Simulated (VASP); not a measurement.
Wanted: the native input for a VASP 6.6.1 run.

- Task: relaxation of cell and atoms
- Functional: PBE
- Potentials or basis: VASP PAW PBE potentials, release 64 (Ta_pv)
- Cutoff: 600 eV
- k mesh: 24 × 24 × 24
- Occupations: gaussian, width 0.1 eV
- Spin: no spin polarisation
- Dipole correction: no
- Further INCAR settings: ALGO = Normal; EDIFF = 1e-07; IBRION = 2; EDIFFG = -0.01; NSW = 100; ISIF = 3

The structure of Ta lies in POSCAR:

```
Ta
1.0
   -1.6549278069      1.6549278069      1.6549278069
    1.6549278069     -1.6549278069      1.6549278069
    1.6549278069      1.6549278069     -1.6549278069
Ta
1
Direct
    0.0000000000      0.0000000000      0.0000000000
```

One way to write it, as run:

INCAR

```
SYSTEM = Ta
PREC = Accurate ; ENCUT = 600
EDIFF = 1E-7 ; ISMEAR = 0
SIGMA = 0.1 ; LREAL = .FALSE.
LASPH = .TRUE. ; NELM = 60
ALGO = Normal ; ISIF = 3
LWAVE = .FALSE. ; LCHARG = .FALSE.
GGA = PE ; IBRION = 2
NSW = 100 ; EDIFFG = -0.01
```

KPOINTS

```
regular mesh
0
G
  24 24 24
  0 0 0
```

Potentials or basis: VASP PAW PBE potentials, release 64 (Ta_pv).

Launch:

```console
$ cat potpaw_PBE.64/Ta_pv/POTCAR > POTCAR
$ mpirun -np 1 vasp_std > vasp.out
```

It gave:

```
Relaxed volume                        : 18.29 Å³/atom
Relaxed cell                          : a = 2.875 Å, b = 2.875 Å, c = 2.875 Å, α = 109.47°, β = 109.47°, γ = 109.47°
Space group after relaxing (to 0.1 Å) : Im-3m (No. 229)
Energy gained by relaxing             : 0.9 meV/atom
Ionic steps                           : 3
Pressure after relaxing               : 0.0 GPa
Band gap on the k mesh                : zero (an odd number of electrons rules out a gap without spin polarisation)
```

Caveat: spin-orbit coupling is left out, which moves the levels of the heavy elements.

Run time: 41 s on 1 thread of Intel(R) Xeon(R) 6975P-C (Granite Rapids) (shared host), peak memory 0.23 GiB.
